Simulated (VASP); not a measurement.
Here is a VASP 6.6.1 calculation.

Contents of INCAR:

```
PREC = Accurate ; ENCUT = 600
EDIFF = 1E-6 ; ISMEAR = 0
SIGMA = 0.1 ; LREAL = F
LASPH = T ; NELM = 120
ALGO = Normal ; ISIF = 2
LWAVE = F ; LCHARG = F
GGA = LIBXC ; LIBXC1 = GGA_X_PBE_R
LIBXC2 = LDA_C_PW ; NBANDS = 11
GGA_COMPAT = F
```

File KPOINTS:

```
Automatic mesh
0
Gamma
  13 13 13
```

POSCAR

```
C
1.0
    0.0000000000      1.8183469191      1.8183469191
    1.8183469191      0.0000000000      1.8183469191
    1.8183469191      1.8183469191      0.0000000000
C
2
Direct
    0.7500000000      0.7500000000      0.7500000000
    0.5000000000      0.5000000000      0.5000000000
```

Potentials or basis: VASP PAW PBE potentials, release 64 (C).

The run is started by

```console
$ cat potpaw_PBE.64/C/POTCAR > POTCAR
$ mpirun -np 1 vasp_std > vasp.out
```

Task: What does it give for the pressure?

Result: -6.3 GPa.

Task: Estimate the band gap on the k mesh.

Result: 4.46 eV (least direct gap 5.61 eV).

Caveat: the cell stands under tension; the PAW data sets were made with another functional, which shifts forces and pressure a little; an odd mesh through Γ misses points on the zone boundary, where band edges can lie.
